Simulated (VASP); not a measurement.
Set up this calculation in VASP 6.6.1, as the native input.

| Item | Value |
| --- | --- |
| Task | single point |
| Functional | PBE |
| Potentials or basis | VASP PAW PBE potentials, release 64 (Cu, N) |
| Cutoff | 600 eV |
| k mesh | 6 × 6 × 6 |
| Occupations | fermi-dirac, width 0.02 eV |
| Spin | no spin polarisation |
| Dipole correction | no |
| Further INCAR settings | ALGO = Normal; EDIFF = 1e-06; NBANDS = 27 |

The structure of Cu3N lies in POSCAR:

```
Cu3N
1.0
    3.8288425857      0.0000000000      0.0000000000
    0.0000000000      3.8288425857      0.0000000000
    0.0000000000      0.0000000000      3.8288425857
Cu N
3 1
Direct
    0.5000000000      0.0000000000      0.0000000000
    0.0000000000      0.5000000000      0.0000000000
    0.0000000000      0.0000000000      0.5000000000
    0.0000000000      0.0000000000      0.0000000000
```

One way to write it, as run:

INCAR

```
ALGO = Normal
EDIFF = 1E-6
ENCUT = 600
GGA = PE
GGA_COMPAT = F
ISIF = 2
ISMEAR = -1
LASPH = T
LCHARG = F
LREAL = F
LWAVE = F
NBANDS = 27
NELM = 120
PREC = Accurate
SIGMA = 0.02
```

KPOINTS

```
k-points
0
Gamma
  6 6 6
```

Potentials or basis: VASP PAW PBE potentials, release 64 (Cu, N).

Launch:

```sh
$ cat potpaw_PBE.64/Cu/POTCAR potpaw_PBE.64/N/POTCAR > POTCAR
$ mpirun -np 1 vasp_std > vasp.out
```

Results of the run:

```yaml
Pressure: 0.7 GPa
Band_gap_on_the_k_mesh: 0.24 eV, indirect (least direct gap 0.79 eV)
```

It took 14 s on 1 thread of Intel(R) Xeon(R) 6975P-C (Granite Rapids), on a shared host, peak memory 0.18 GiB.
